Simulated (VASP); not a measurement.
# Cr (Im-3m) in VASP: notebook

Runs on Cr. Level: PBE. Tasks: single point.

Everything below comes from runs of VASP 6.6.1. Logs are shortened: lines on timing, memory, paths and dates and some standing lists are left out, and cuts for length are marked.

## 1. The cell of the first run

Symmetry: Im-3m, No. 229, cubic system. Conventional cell: a = 2.848 Å, b = 2.848 Å, c = 2.848 Å, α = 90.00°, β = 90.00°, γ = 90.00°. Cr (site symmetry m-3m) has 14 Cr at 2.47 to 2.85 Å within 3.3 Å.

## 2. Single point, PBE, collinear spin, ferromagnetic start

File INCAR:

```
SYSTEM = Cr
ALGO = Normal
EDIFF = 1E-7
ENCUT = 520
GGA = PE
ISIF = 2
ISMEAR = 0
ISPIN = 2
LASPH = .TRUE.
LCHARG = .FALSE.
LMAXMIX = 4
LORBIT = 11
LREAL = .FALSE.
LWAVE = .FALSE.
MAGMOM = 2 2
NBANDS = 23
NELM = 150
PREC = Accurate
SIGMA = 0.05
```

File KPOINTS:

```
k-points
0
G
  12 12 12
  0 0 0
```

File POSCAR:

```
Cr
1.0
    2.8482214452      0.0000000000      0.0000000000
    0.0000000000      2.8482214452      0.0000000000
    0.0000000000      0.0000000000      2.8482214452
Cr
2
Direct
    0.0000000000      0.0000000000      0.0000000000
    0.5000000000      0.5000000000      0.5000000000
```

Potentials or basis: VASP PAW PBE potentials, release 64 (Cr_pv).

On the command line:

```bash
$ cat potpaw_PBE.64/Cr_pv/POTCAR > POTCAR
$ mpirun -np 1 vasp_std > vasp.out
```

OUTCAR:

```text
SYSTEM = Cr
   EDIFF = 1E-7
   ENCUT = 520
   GGA = PE
   ISIF = 2
   ISMEAR = 0
   ISPIN = 2
   LASPH = .TRUE.
   LORBIT = 11
   LREAL = .FALSE.
   NELM = 150
   PREC = Accurate

 ion  position               nearest neighbor table
   1  0.000  0.000  0.000-   2 2.47   2 2.47   2 2.47   2 2.47   2 2.47   2 2.47   2 2.47   2 2.47

   2  0.500  0.500  0.500-   1 2.47   1 2.47   1 2.47   1 2.47   1 2.47   1 2.47   1 2.47   1 2.47

  LATTYP: Found a simple cubic cell.
 ALAT       =     2.8482214452

  Lattice vectors:

 A1 = (   2.8482214452,   0.0000000000,   0.0000000000)
 A2 = (   0.0000000000,   2.8482214452,   0.0000000000)
 A3 = (   0.0000000000,   0.0000000000,   2.8482214452)

Analysis of symmetry for initial positions (statically):
=====================================================================
 Subroutine PRICEL returns following result:

  LATTYP: Found a body centered cubic cell.
 ALAT       =     2.8482214452

  Lattice vectors:

 A1 = (   1.4241107226,   1.4241107226,  -1.4241107226)
 A2 = (  -1.4241107226,   1.4241107226,   1.4241107226)
 A3 = (   1.4241107226,  -1.4241107226,   1.4241107226)

   2 primitive cells build up your supercell.

 Routine SETGRP: Setting up the symmetry group for a
 simple cubic supercell.

 Subroutine GETGRP returns: Found 48 space group operations
 (whereof 48 operations were pure point group operations)
 out of a pool of 48 trial point group operations.

The static configuration has the point symmetry O_h .

Analysis of symmetry for dynamics (positions and initial velocities):
=====================================================================
 Subroutine PRICEL returns following result:

  LATTYP: Found a body centered cubic cell.
 ALAT       =     2.8482214452

  Lattice vectors:

 A1 = (   1.4241107226,   1.4241107226,  -1.4241107226)
 A2 = (  -1.4241107226,   1.4241107226,   1.4241107226)
 A3 = (   1.4241107226,  -1.4241107226,   1.4241107226)

   2 primitive cells build up your supercell.

 Routine SETGRP: Setting up the symmetry group for a
 simple cubic supercell.

 Subroutine GETGRP returns: Found 48 space group operations
 (whereof 48 operations were pure point group operations)
 out of a pool of 48 trial point group operations.

The dynamic configuration has the point symmetry O_h .

Analysis of structural, dynamic, and magnetic symmetry:
=====================================================================
 Subroutine PRICEL returns following result:

  LATTYP: Found a body centered cubic cell.
 ALAT       =     2.8482214452

  Lattice vectors:

 A1 = (   1.4241107226,   1.4241107226,  -1.4241107226)
 A2 = (  -1.4241107226,   1.4241107226,   1.4241107226)
 A3 = (   1.4241107226,  -1.4241107226,   1.4241107226)

   2 primitive cells build up your supercell.

 Routine SETGRP: Setting up the symmetry group for a
 simple cubic supercell.

 Subroutine GETGRP returns: Found 48 space group operations
 (whereof 48 operations were pure point group operations)
 out of a pool of 48 trial point group operations.

The overall configuration has the point symmetry O_h .

 Subroutine INISYM returns: Found 48 space group operations
 (whereof 48 operations are pure point group operations),
 and found     2 'primitive' translations

----------------------------------------------------------------------------------------

                                     Primitive cell

  volume of cell :      11.5529

  direct lattice vectors                    reciprocal lattice vectors
     1.424110723  1.424110723 -1.424110723     0.351096296  0.351096296  0.000000000
    -1.424110723  1.424110723  1.424110723    -0.000000000  0.351096296  0.351096296
     1.424110723 -1.424110723  1.424110723     0.351096296  0.000000000  0.351096296

  length of vectors
     2.466632127  2.466632127  2.466632127     0.496525144  0.496525144  0.496525144

  position of ions in fractional coordinates (direct lattice)
     0.000000000  0.000000000  0.000000000

  ion indices of the primitive-cell ions
   primitive index   ion index
                 1           1

----------------------------------------------------------------------------------------

 KPOINTS: k-points

Automatic generation of k-mesh.
 Grid dimensions read from file:
 generate k-points for:   12   12   12

 Generating k-lattice:

  Cartesian coordinates                     Fractional coordinates (reciprocal lattice)
     0.029258025  0.000000000  0.000000000     0.083333333  0.000000000  0.000000000
     0.000000000  0.029258025  0.000000000     0.000000000  0.083333333  0.000000000
     0.000000000  0.000000000  0.029258025     0.000000000  0.000000000  0.083333333

  Length of vectors
     0.029258025  0.029258025  0.029258025

  Shift w.r.t. Gamma in fractional coordinates (k-lattice)
     0.000000000  0.000000000  0.000000000

 Subroutine IBZKPT returns following result:
 ===========================================

 Found     84 irreducible k-points:

 Following reciprocal coordinates:
            Coordinates               Weight
  0.000000  0.000000  0.000000      1.000000
  0.083333  0.000000  0.000000      6.000000
  0.166667  0.000000  0.000000      6.000000
  0.250000  0.000000  0.000000      6.000000
  0.333333  0.000000  0.000000      6.000000
  0.416667  0.000000  0.000000      6.000000
[... 16 lines left out ...]
  0.333333  0.333333  0.000000     12.000000
  0.416667  0.333333  0.000000     24.000000
 [... further k-points ...]
   k-points           NKPTS =     84   k-points in BZ     NKDIM =     84   number of bands    NBANDS=     23
   number of dos      NEDOS =    301   number of ions     NIONS =      2
   total plane-waves  NPLWV =  13824
   dimension x,y,z NGX =    24 NGY =   24 NGZ =   24
   dimension x,y,z NGXF=    48 NGYF=   48 NGZF=   48
   ions per type =               2
   NGX,Y,Z   is equivalent  to a cutoff of  14.01, 14.01, 14.01 a.u.
   NGXF,Y,Z  is equivalent  to a cutoff of  28.02, 28.02, 28.02 a.u.
 SYSTEM =  Cr
   PREC   = accura    normal or accurate (medium, high low for compatibility)
   ISTART =      0    job   : 0-new  1-cont  2-samecut
   ICHARG =      2    charge: 1-file 2-atom 10-const
   ISPIN  =      2    spin polarized calculation?
   LNONCOLLINEAR =      F non collinear calculations
   LSORBIT =      F    spin-orbit coupling
   LASPH  =      T    aspherical Exc in radial PAW
   ENCUT  =  520.0 eV  38.22 Ry    6.18 a.u.   5.30  5.30  5.30*2*pi/ulx,y,z
   NELM   =    150;   NELMIN=  2; NELMDL= -5     # of ELM steps
   EDIFF  = 0.1E-06   stopping-criterion for ELM
   LREAL  =      F    real-space projection
   EDIFFG = 0.1E-05   stopping-criterion for IOM
   NSW    =      0    number of steps for IOM
   IBRION =     -1    ionic relax: 0-MD 1-quasi-New 2-CG
   NFREE  =      0    steps in history (QN), initial steepest desc. (CG)
   ISIF   =      2    stress and relaxation
   ISYM   =      2    0-nonsym 1-usesym 2-fastsym
   POTIM  = 0.5000    time-step for ionic-motion
   TEBEG  =    0.0;   TEEND  =   0.0 temperature during run
   PSTRESS=    0.0 pullay stress
   NELECT =      24.0000    total number of electrons
   NUPDOWN=      -1.0000    fix difference up-down
   EMIN   =  10.00;   EMAX   =-10.00  energy-range for DOS
   EFERMI =   0.00;   METHOD = LEGACY
   ISMEAR =     0;   SIGMA  =   0.05  broadening in eV -4-tet -1-fermi 0-gaus
   EFERMI_NEDOS =   21; number of points for ismear=-14 and -15
   IALGO  =     38    algorithm
   IMIX   =      4    mixing-type and parameters
     AMIX     =   0.40;   BMIX     =  1.00
     AMIX_MAG =   1.60;   BMIX_MAG =  1.00
  volume/ion in A,a.u.               =      11.55        77.96
  Fermi-wavevector in a.u.,A,eV,Ry     =   1.657950  3.133072 37.399681  2.748799
  Thomas-Fermi vector in A             =   2.745615
   LORBIT       =     11    0 simple, 1 ext, 2 COOP (PROOUT), +10 PAW based schemes
   GGA     = PE    functional components
   LHFCALC =     F    Hartree Fock is set to
   AEXX    =    0.0000 exact exchange contribution
   IVDW    =     0    specifies the selected vdW correction
   LEPSILON=     F    determine dielectric tensor
   LRPA    =     F    only Hartree local field effects (RPA)
 spin polarized calculation
 Gauss-broadening in eV      SIGMA  =   0.05
  energy-cutoff  :      520.00
  volume of cell :       23.11
 maximum number of plane-waves:       635
 NGX is ok and might be reduce to    24
   NGX = 11   NGY = 11   NGZ = 11

 number of electron      23.9999986 magnetization      -0.0000023

 number of electron      23.9999986 magnetization       0.0000015

 Free energy of the ion-electron system (eV)
  ---------------------------------------------------
  ext. energy  EPLUGINS =         0.00000000
  ---------------------------------------------------
  free energy    TOTEN  =       -19.03394411 eV

  energy without entropy =      -19.03180403  energy(sigma->0) =      -19.03287407

 E-fermi :  11.0320     XC(G=0): -13.6726

 val. band max:       11.0277450609   @ k =   0.2500   0.0833   0.0833
 cond. band min:      11.0404484704   @ k =   0.3333   0.0833   0.0833
 fundamental gap:      0.0127034095
 Fermi energy:        11.0320443198

 spin component 1

 k-point     1 :       0.0000    0.0000    0.0000
  band No.  band energies     occupation
      1     -32.3836      1.00000
      2     -32.3836      1.00000
      3     -32.3836      1.00000
      4     -31.7553      1.00000
      5     -31.7553      1.00000
      6     -31.7553      1.00000
[... 15 lines left out ...]
     22      21.5779      0.00000
     23      28.3165      0.00000

 k-point     2 :       0.0833    0.0000    0.0000
  band No.  band energies     occupation
      1     -32.3842      1.00000
      2     -32.3723      1.00000
      3     -32.3723      1.00000
      4     -31.7780      1.00000
      5     -31.7653      1.00000
      6     -31.7653      1.00000
[... 15 lines left out ...]
     22      21.9286      0.00000
     23      28.3247      0.00000

 k-point     3 :       0.1667    0.0000    0.0000
  band No.  band energies     occupation
      1     -32.3840      1.00000
      2     -32.3392      1.00000
      3     -32.3392      1.00000
      4     -31.8418      1.00000
      5     -31.7948      1.00000
      6     -31.7948      1.00000
[... 15 lines left out ...]
     22      22.8814      0.00000
     23      28.3531      0.00000
[... 495 lines left out ...]
 k-point    23 :       0.3333    0.3333    0.0000
  band No.  band energies     occupation
      1     -32.5995      1.00000
      2     -32.4494      1.00000
      3     -32.1299      1.00000
      4     -31.9724      1.00000
      5     -31.9216      1.00000
      6     -31.7599      1.00000
[... 15 lines left out ...]
     22      24.7177      0.00000
     23      28.3138      0.00000

 k-point    24 :       0.4167    0.3333    0.0000
  band No.  band energies     occupation
      1     -32.6150      1.00000
      2     -32.5376      1.00000
      3     -32.0893      1.00000
      4     -32.0077      1.00000
      5     -31.8559      1.00000
      6     -31.7719      1.00000
[... 15 lines left out ...]
     22      23.3179      0.00000
     23      28.4686      0.00000

 [... further k-points ...]

 spin component 2

 k-point     1 :       0.0000    0.0000    0.0000
  band No.  band energies     occupation
      1     -32.3836      1.00000
      2     -32.3836      1.00000
      3     -32.3836      1.00000
      4     -31.7553      1.00000
      5     -31.7553      1.00000
      6     -31.7553      1.00000
[... 15 lines left out ...]
     22      21.5779      0.00000
     23      28.3165      0.00000

 k-point     2 :       0.0833    0.0000    0.0000
  band No.  band energies     occupation
      1     -32.3842      1.00000
      2     -32.3723      1.00000
      3     -32.3723      1.00000
      4     -31.7780      1.00000
      5     -31.7653      1.00000
      6     -31.7653      1.00000
[... 15 lines left out ...]
     22      21.9286      0.00000
     23      28.3247      0.00000

 k-point     3 :       0.1667    0.0000    0.0000
  band No.  band energies     occupation
      1     -32.3840      1.00000
      2     -32.3392      1.00000
      3     -32.3392      1.00000
      4     -31.8418      1.00000
      5     -31.7948      1.00000
      6     -31.7948      1.00000
[... 15 lines left out ...]
     22      22.8814      0.00000
     23      28.3531      0.00000
[... 495 lines left out ...]
 k-point    23 :       0.3333    0.3333    0.0000
  band No.  band energies     occupation
      1     -32.5995      1.00000
      2     -32.4494      1.00000
      3     -32.1299      1.00000
      4     -31.9724      1.00000
      5     -31.9216      1.00000
      6     -31.7599      1.00000
[... 15 lines left out ...]
     22      24.7177      0.00000
     23      28.3138      0.00000

 k-point    24 :       0.4167    0.3333    0.0000
  band No.  band energies     occupation
      1     -32.6150      1.00000
      2     -32.5376      1.00000
      3     -32.0893      1.00000
      4     -32.0077      1.00000
      5     -31.8559      1.00000
      6     -31.7719      1.00000
[... 15 lines left out ...]
     22      23.3179      0.00000
     23      28.4686      0.00000

 [... further k-points ...]
[... 5 lines left out ...]
  --------------------------------------------------------------------------------------
  -------------------------------------------------------------------------------------
  Total       -0.0946786     -0.0946786     -0.0946786     -0.0000000     -0.0000000      0.0000000
  in kB       -6.5650956     -6.5650956     -6.5650956     -0.0000000     -0.0000000      0.0000000
  external PRESSURE =      -6.5650956 kB  Pullay stress =       0.0000000 kB

 VOLUME and BASIS-vectors are now :
 -----------------------------------------------------------------------------
  energy-cutoff  :      520.00
  volume of cell :       23.11
      direct lattice vectors                 reciprocal lattice vectors
     2.848221445  0.000000000  0.000000000     0.351096296  0.000000000  0.000000000
     0.000000000  2.848221445  0.000000000     0.000000000  0.351096296  0.000000000
     0.000000000  0.000000000  2.848221445     0.000000000  0.000000000  0.351096296

 POSITION                                       TOTAL-FORCE (eV/Angst)
 -----------------------------------------------------------------------------------
      0.00000      0.00000      0.00000         0.000000      0.000000      0.000000
      1.42411      1.42411      1.42411        -0.000000     -0.000000     -0.000000
 -----------------------------------------------------------------------------------
    total drift:                                0.000000      0.000000     -0.000000

  FREE ENERGIE OF THE ION-ELECTRON SYSTEM (eV)
  ---------------------------------------------------
  free  energy   TOTEN  =       -19.0339441089 eV

  energy  without entropy=      -19.0318040333  energy(sigma->0) =      -19.03287407

 total charge

# of ion       s       p       d       tot
------------------------------------------
    1        0.441   6.405   4.212  11.058
    2        0.441   6.405   4.212  11.058
--------------------------------------------------
tot          0.881  12.810   8.425  22.116

 magnetization (x)

# of ion       s       p       d       tot
------------------------------------------
    1        0.000   0.000   0.000   0.000
    2        0.000   0.000   0.000   0.000
--------------------------------------------------
tot          0.000   0.000   0.000   0.000
```

Run time: 31 s. Hardware: 1 thread of Intel Xeon 6975P-C (Granite Rapids), shared host; peak memory 0.18 GiB.

Results:

```yaml
Free_energy: -19.0339 eV
Pressure: -0.7 GPa
Band_gap_on_the_k_mesh: zero (filled and empty bands overlap)
Net_moment: 0.00 μB per cell
Valence_electrons_inside_the_program's_atomic_spheres: Cr 11.06
```

Caveat: an empty level that is flat over the whole mesh can mark a ghost state of the potentials, or a narrow d or f band.

(Part 1 of 2 ends here.)
